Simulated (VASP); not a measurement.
# Sc4InSb: single point with PBE

Crystal: Sc4InSb.

```
Sc In Sb
1.0
     4.38625    0.00000    0.00000
     0.00000    4.38625    0.00000
     0.00000    0.00000    6.33144
Sc In Sb
4 1 1
Direct
  0.50000 0.00000 0.26574
  0.50000 0.00000 0.73426
  0.00000 0.50000 0.73426
  0.00000 0.50000 0.26574
  0.00000 0.00000 0.50000
  0.50000 0.50000 0.00000
```

The cell was built from a structure type or drawn by symmetry, and may not be a known phase.

```yaml
Program: VASP 6.6.1
Task: single point
Functional: PBE
Potentials_or_basis: VASP PAW PBE potentials, release 64 (Sc_sv, In_d, Sb)
Cutoff: 520 eV
k_mesh: 4 × 4 × 4
Occupations: gaussian, width 0.1 eV
Spin: no spin polarisation
Dipole_correction: no
Further_INCAR_settings: ALGO = Normal; EDIFF = 1e-06; NBANDS = 40
```

* Pressure: 28.9 GPa
* Largest force: 1.016 eV/Å
* Band gap on the k mesh: zero (bands 31 and 32 overlap by 0.96 eV)

Forces on the atoms (eV/Å):
```
Sc   0.000  0.000 -1.016
Sc   0.000  0.000  1.016
Sc   0.000  0.000  1.016
Sc   0.000  0.000 -1.016
In   0.000  0.000  0.000
Sb   0.000  0.000  0.000
```

Stress tensor (GPa, compression positive):
```
29.61  0.00  0.00
 0.00 29.61  0.00
 0.00  0.00 27.38
```

Levels at points of the mesh, in eV from the Fermi level:
```csv
k point,band 27,band 28,band 29,band 30,band 31,band 32,band 33,band 34,band 35,band 36
"(0.00, 0.00, 0.00)",-2.32,-1.43,-0.79,-0.79,-0.36,-0.26,0.00,0.04,2.12,2.12
"(0.50, 0.00, 0.00)",-2.58,-1.63,-1.02,-0.36,-0.01,0.55,0.75,1.24,1.27,1.29
"(0.50, 0.50, 0.00)",-1.26,-1.13,-1.05,-1.05,-0.04,-0.04,0.12,0.12,0.19,1.74
"(0.00, 0.00, 0.50)",-2.70,-1.19,-1.19,-0.64,-0.19,-0.16,-0.10,1.43,1.59,2.12
"(0.50, 0.00, 0.50)",-1.97,-1.31,-0.98,0.55,0.69,0.75,0.81,1.11,1.51,1.57
"(0.50, 0.50, 0.50)",-2.42,-2.42,-1.38,-1.02,0.38,0.54,0.54,0.57,0.57,1.65
```

Run time: 2.6 min on 1 thread of Intel Xeon 8259CL, on a shared host, peak memory 0.28 GiB.

Caveat: the cell stands under pressure; spin-orbit coupling is left out, which moves the levels of the heavy elements; forces of over 1 eV/Å act on the atoms, so gaps and moduli don't describe the material at rest.
